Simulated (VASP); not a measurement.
# P (P4/mmm) in VASP: notebook

P is run at these levels: PBEsol+D3(BJ); tasks: single point.

All numbers are computed with VASP 6.6.1; they aren't measurements. Logs are shortened: lines on timing, memory, paths and dates and some standing lists are left out, and cuts for length are marked.

### 1 The cell of the first run

Symmetry: P4/mmm, No. 123, tetragonal system. Conventional cell: a = 4.511 Å, b = 4.511 Å, c = 3.928 Å, α = 90.00°, β = 90.00°, γ = 90.00°. P (site symmetry 4/mmm) has 6 P at 3.93 to 4.51 Å within 5.2 Å.

### 2 Single point, PBEsol+D3(BJ)

INCAR reads:

```
PREC = Accurate ; ENCUT = 520
EDIFF = 1E-7 ; ISMEAR = 0
SIGMA = 0.15 ; LREAL = False
LASPH = True ; NELM = 60
ALGO = Normal ; ISIF = 2
LWAVE = False ; LCHARG = False
GGA = PS ; IVDW = 12
NBANDS = 8
```

KPOINTS reads:

```
Automatic mesh
0
Gamma
  12 12 12
```

POSCAR reads:

```
P
1.0
    4.5107654724      0.0000000000      0.0000000000
    0.0000000000      4.5107654724      0.0000000000
    0.0000000000      0.0000000000      3.9284543215
P
1
Direct
    0.0000000000      0.0000000000      0.0000000000
```

Potentials or basis: VASP PAW PBE potentials, release 64 (P).

The run is started by

```bash
$ cat potpaw_PBE.64/P/POTCAR > POTCAR
$ mpirun -np 1 vasp_std > vasp.out
```

OUTCAR:

```text
PREC = Accurate
   ENCUT = 520
   EDIFF = 1E-7
   ISMEAR = 0
   LREAL = False
   LASPH = True
   NELM = 60
   ISIF = 2
   GGA = PS
   IVDW = 12
 IVDW          = 12

 ion  position               nearest neighbor table
   1  0.000  0.000  0.000-

  LATTYP: Found a simple tetragonal cell.
 ALAT       =     4.5107654724
 C/A-ratio  =     0.8709063563

  Lattice vectors:

 A1 = (   4.5107654724,   0.0000000000,   0.0000000000)
 A2 = (   0.0000000000,   4.5107654724,   0.0000000000)
 A3 = (   0.0000000000,   0.0000000000,   3.9284543215)

Analysis of symmetry for initial positions (statically):
=====================================================================
 Subroutine PRICEL returns:
 Original cell was already a primitive cell.

 Routine SETGRP: Setting up the symmetry group for a
 simple tetragonal supercell.

 Subroutine GETGRP returns: Found 16 space group operations
 (whereof 16 operations were pure point group operations)
 out of a pool of 16 trial point group operations.

The static configuration has the point symmetry D_4h.

Analysis of symmetry for dynamics (positions and initial velocities):
=====================================================================
 Subroutine PRICEL returns:
 Original cell was already a primitive cell.

 Routine SETGRP: Setting up the symmetry group for a
 simple tetragonal supercell.

 Subroutine GETGRP returns: Found 16 space group operations
 (whereof 16 operations were pure point group operations)
 out of a pool of 16 trial point group operations.

The dynamic configuration has the point symmetry D_4h.

 Subroutine INISYM returns: Found 16 space group operations
 (whereof 16 operations are pure point group operations),
 and found     1 'primitive' translations

----------------------------------------------------------------------------------------

                                     Primitive cell

  volume of cell :      79.9323

  direct lattice vectors                    reciprocal lattice vectors
     4.510765472  0.000000000  0.000000000     0.221691863  0.000000000  0.000000000
     0.000000000  4.510765472  0.000000000     0.000000000  0.221691863  0.000000000
     0.000000000  0.000000000  3.928454321     0.000000000  0.000000000  0.254553043

  length of vectors
     4.510765472  4.510765472  3.928454321     0.221691863  0.221691863  0.254553043

  position of ions in fractional coordinates (direct lattice)
     0.000000000  0.000000000  0.000000000

  ion indices of the primitive-cell ions
   primitive index   ion index
                 1           1

----------------------------------------------------------------------------------------

 KPOINTS: Automatic mesh

Automatic generation of k-mesh.
 Grid dimensions read from file:
 generate k-points for:   12   12   12

 Generating k-lattice:

  Cartesian coordinates                     Fractional coordinates (reciprocal lattice)
     0.018474322  0.000000000  0.000000000     0.083333333  0.000000000  0.000000000
     0.000000000  0.018474322  0.000000000     0.000000000  0.083333333  0.000000000
     0.000000000  0.000000000  0.021212754     0.000000000  0.000000000  0.083333333

  Length of vectors
     0.018474322  0.018474322  0.021212754

  Shift w.r.t. Gamma in fractional coordinates (k-lattice)
     0.000000000  0.000000000  0.000000000

 Subroutine IBZKPT returns following result:
 ===========================================

 Found    196 irreducible k-points:

 Following reciprocal coordinates:
            Coordinates               Weight
  0.000000  0.000000  0.000000      1.000000
  0.083333  0.000000  0.000000      4.000000
  0.166667  0.000000  0.000000      4.000000
  0.250000  0.000000  0.000000      4.000000
  0.333333  0.000000  0.000000      4.000000
  0.416667  0.000000  0.000000      4.000000
[... 16 lines left out ...]
  0.333333  0.333333  0.000000      4.000000
  0.416667  0.333333  0.000000      8.000000
 [... further k-points ...]
   k-points           NKPTS =    196   k-points in BZ     NKDIM =    196   number of bands    NBANDS=      8
   number of dos      NEDOS =    301   number of ions     NIONS =      1
   total plane-waves  NPLWV =  38880
   dimension x,y,z NGX =    36 NGY =   36 NGZ =   30
   dimension x,y,z NGXF=    72 NGYF=   72 NGZF=   60
   ions per type =               1
   NGX,Y,Z   is equivalent  to a cutoff of  13.27, 13.27, 12.70 a.u.
   NGXF,Y,Z  is equivalent  to a cutoff of  26.54, 26.54, 25.39 a.u.
 SYSTEM =  unknown system
   PREC   = accura    normal or accurate (medium, high low for compatibility)
   ISTART =      0    job   : 0-new  1-cont  2-samecut
   ICHARG =      2    charge: 1-file 2-atom 10-const
   ISPIN  =      1    spin polarized calculation?
   LNONCOLLINEAR =      F non collinear calculations
   LSORBIT =      F    spin-orbit coupling
   LASPH  =      T    aspherical Exc in radial PAW
   ENCUT  =  520.0 eV  38.22 Ry    6.18 a.u.   8.39  8.39  7.30*2*pi/ulx,y,z
   NELM   =     60;   NELMIN=  2; NELMDL= -5     # of ELM steps
   EDIFF  = 0.1E-06   stopping-criterion for ELM
   LREAL  =      F    real-space projection
   EDIFFG = 0.1E-05   stopping-criterion for IOM
   NSW    =      0    number of steps for IOM
   IBRION =     -1    ionic relax: 0-MD 1-quasi-New 2-CG
   NFREE  =      0    steps in history (QN), initial steepest desc. (CG)
   ISIF   =      2    stress and relaxation
   ISYM   =      2    0-nonsym 1-usesym 2-fastsym
   POTIM  = 0.5000    time-step for ionic-motion
   TEBEG  =    0.0;   TEEND  =   0.0 temperature during run
   PSTRESS=    0.0 pullay stress
   NELECT =       5.0000    total number of electrons
   NUPDOWN=      -1.0000    fix difference up-down
   EMIN   =  10.00;   EMAX   =-10.00  energy-range for DOS
   EFERMI =   0.00;   METHOD = LEGACY
   ISMEAR =     0;   SIGMA  =   0.15  broadening in eV -4-tet -1-fermi 0-gaus
   EFERMI_NEDOS =   21; number of points for ismear=-14 and -15
   IALGO  =     38    algorithm
   IMIX   =      4    mixing-type and parameters
     AMIX     =   0.40;   BMIX     =  1.00
     AMIX_MAG =   1.60;   BMIX_MAG =  1.00
  volume/ion in A,a.u.               =      79.93       539.41
  Fermi-wavevector in a.u.,A,eV,Ry     =   0.649866  1.228069  5.746099  0.422326
  Thomas-Fermi vector in A             =   1.718961
   LORBIT       =      0    0 simple, 1 ext, 2 COOP (PROOUT), +10 PAW based schemes
   GGA     = PS    functional components
   LHFCALC =     F    Hartree Fock is set to
   AEXX    =    0.0000 exact exchange contribution
   IVDW    =    12    specifies the selected vdW correction
   LEPSILON=     F    determine dielectric tensor
   LRPA    =     F    only Hartree local field effects (RPA)
 non-spin polarized calculation
 Gauss-broadening in eV      SIGMA  =   0.15
  energy-cutoff  :      520.00
  volume of cell :       79.93
 maximum number of plane-waves:      2179
 NGX is ok and might be reduce to    36

 number of electron       4.9999999 magnetization

 Free energy of the ion-electron system (eV)
  ---------------------------------------------------
  ext. energy  EPLUGINS =         0.00000000
  ---------------------------------------------------
  free energy    TOTEN  =        -1.24299831 eV

  energy without entropy =       -1.19731062  energy(sigma->0) =       -1.22015446

 E-fermi :  -3.0648     XC(G=0):  -5.0306

 val. band max:       -3.0650670857   @ k =   0.5000   0.0833   0.2500
 cond. band min:      -3.0628222228   @ k =   0.3333   0.3333   0.5000
 fundamental gap:      0.0022448629
 Fermi energy:        -3.0647995854

 k-point     1 :       0.0000    0.0000    0.0000
  band No.  band energies     occupation
      1     -11.8330      2.00000
      2      -2.7648      0.00468
      3      -2.7648      0.00468
      4      -2.0593      0.00000
      5       1.5457      0.00000
      6       4.1515      0.00000
      7       4.7297      0.00000
      8       8.3746      0.00000

 k-point     2 :       0.0833    0.0000    0.0000
  band No.  band energies     occupation
      1     -11.8259      2.00000
      2      -2.8552      0.04816
      3      -2.7578      0.00380
      4      -2.0541      0.00000
      5       1.6574      0.00000
      6       4.2260      0.00000
      7       4.7597      0.00000
      8       7.9779      0.00000

 k-point     3 :       0.1667    0.0000    0.0000
  band No.  band energies     occupation
      1     -11.8061      2.00000
      2      -3.0825      1.13225
      3      -2.7384      0.00209
      4      -2.0397      0.00000
      5       1.9475      0.00000
      6       4.4173      0.00000
      7       4.8419      0.00000
      8       7.3937      0.00000

 k-point     4 :       0.2500    0.0000    0.0000
  band No.  band energies     occupation
      1     -11.7788      2.00000
      2      -3.3577      1.99424
      3      -2.7115      0.00087
      4      -2.0197      0.00000
      5       2.3318      0.00000
      6       4.6204      0.00000
      7       4.9375      0.00000
      8       6.8817      0.00000

 k-point     5 :       0.3333    0.0000    0.0000
  band No.  band energies     occupation
      1     -11.7509      2.00000
      2      -3.6037      2.00000
      3      -2.6841      0.00033
      4      -1.9995      0.00000
      5       2.7470      0.00000
      6       4.6587      0.00000
      7       5.0107      0.00000
      8       6.4926      0.00000
[... 177 lines left out ...]
 k-point    22 :       0.5000    0.2500    0.0000
  band No.  band energies     occupation
      1     -11.6720      2.00000
      2      -3.7215      2.00000
      3      -3.1761      1.70581
      4      -1.9429      0.00000
      5       3.3831      0.00000
      6       4.3562      0.00000
      7       5.6119      0.00000
      8       6.2677      0.00000

 k-point    23 :       0.3333    0.3333    0.0000
  band No.  band energies     occupation
      1     -11.6730      2.00000
      2      -3.4828      1.99992
      3      -3.4235      1.99928
      4      -1.9436      0.00000
      5       3.1821      0.00000
      6       4.6211      0.00000
      7       5.8334      0.00000
      8       6.0204      0.00000

 k-point    24 :       0.4167    0.3333    0.0000
  band No.  band energies     occupation
      1     -11.6534      2.00000
      2      -3.6111      2.00000
      3      -3.4126      1.99896
      4      -1.9296      0.00000
      5       3.0755      0.00000
      6       4.7333      0.00000
      7       5.9518      0.00000
      8       6.2401      0.00000

 [... further k-points ...]

------------------------ aborting loop because EDIFF is reached ----------------------------------------

 Edisp (eV)   -0.08022

 E8    (eV) :    -0.0472

  FORCE on cell =-STRESS in cart. coord.  units (eV):
  Direction    XX          YY          ZZ          XY          YZ          ZX
  --------------------------------------------------------------------------------------
  -------------------------------------------------------------------------------------
  Total      -1.61386    -1.61386    -2.85757     0.00000    -0.00000     0.00000
  in kB     -32.34843   -32.34843   -57.27775     0.00000    -0.00000     0.00000
  external pressure =      -40.66 kB  Pullay stress =        0.00 kB

 VOLUME and BASIS-vectors are now :
 -----------------------------------------------------------------------------
  energy-cutoff  :      520.00
  volume of cell :       79.93
      direct lattice vectors                 reciprocal lattice vectors
     4.510765472  0.000000000  0.000000000     0.221691863  0.000000000  0.000000000
     0.000000000  4.510765472  0.000000000     0.000000000  0.221691863  0.000000000
     0.000000000  0.000000000  3.928454321     0.000000000  0.000000000  0.254553043

 POSITION                                       TOTAL-FORCE (eV/Angst)
 -----------------------------------------------------------------------------------
      0.00000      0.00000      0.00000         0.000000      0.000000      0.000000
 -----------------------------------------------------------------------------------
    total drift:                                0.000000      0.000000     -0.000000

  FREE ENERGIE OF THE ION-ELECTRON SYSTEM (eV)
  ---------------------------------------------------
  free  energy   TOTEN  =        -1.3232221879 eV

  energy  without entropy=       -1.2775344983  energy(sigma->0) =       -1.30037834
```

It took 99 s on 1 thread of Intel Xeon 8259CL, shared host; peak memory 0.26 GiB.

What came out:

```yaml
Free_energy: -1.3232 eV
Pressure: -4.1 GPa
Band_gap_on_the_k_mesh: zero (an odd number of electrons rules out a gap without spin polarisation)
Dispersion_energy_per_atom: -0.080 eV
```

Stress tensor (GPa, compression positive):
```
-3.23  0.00  0.00
 0.00 -3.23  0.00
 0.00  0.00 -5.73
```

Caveat: the cell stands under tension; the atoms stand far beyond bonding distance, and open shells without spin polarisation read as a metal; the PAW data sets were made with another functional, which shifts forces and pressure a little.

### 3 Single point, PBEsol+D3(BJ)

This run uses another cell than the first one, of the same volume but with other edges.

INCAR reads:

```
ALGO = Normal
EDIFF = 1E-7
ENCUT = 520
GGA = PS
ISIF = 2
ISMEAR = 0
IVDW = 12
LASPH = T
LCHARG = F
LREAL = F
LWAVE = F
NBANDS = 8
NELM = 60
PREC = Accurate
SIGMA = 0.15
```

KPOINTS reads:

```
k-points
0
Gamma
  12 12 12
```

POSCAR reads:

```
P
1.0
    4.0209574188      0.0000000000      0.0000000000
    0.0000000000      4.0209574188      0.0000000000
    0.0000000000      0.0000000000      4.9438268813
P
1
Direct
    0.0000000000      0.0000000000      0.0000000000
```

Potentials or basis: VASP PAW PBE potentials, release 64 (P).

The run is started by

```bash
$ cat potpaw_PBE.64/P/POTCAR > POTCAR
$ mpirun -np 1 vasp_std > vasp.out
```

It took 2.2 min on 1 thread of Intel Xeon 8259CL, shared host; peak memory 0.26 GiB.

It converged, with:

| Property | Result |
| --- | --- |
| Free energy | -1.3934 eV |
| Pressure | -4.2 GPa |
| Band gap on the k mesh | zero (an odd number of electrons rules out a gap without spin polarisation) |
| Dispersion energy per atom | -0.080 eV |

Stress tensor (GPa, compression positive):
```
-5.42  0.00  0.00
 0.00 -5.42  0.00
 0.00  0.00 -1.67
```

Levels at points of the mesh, in eV from the Fermi level:
```csv
k point,band 1,band 2,band 3,band 4,band 5
"(0.00, 0.00, 0.00)",-8.79,0.00,0.84,0.84,4.62
"(0.50, 0.00, 0.00)",-8.52,-1.02,0.28,1.04,6.66
"(0.50, 0.50, 0.00)",-8.26,-0.61,-0.61,0.52,5.91
"(0.00, 0.00, 0.50)",-8.74,-0.65,0.88,0.88,6.41
"(0.50, 0.00, 0.50)",-8.47,-0.91,-0.23,1.07,5.85
"(0.50, 0.50, 0.50)",-8.22,-0.53,-0.53,0.11,6.45
```

Caveat: the cell stands under tension; the atoms stand far beyond bonding distance, and open shells without spin polarisation read as a metal; the PAW data sets were made with another functional, which shifts forces and pressure a little.

(Continued in part 2 of 2.)
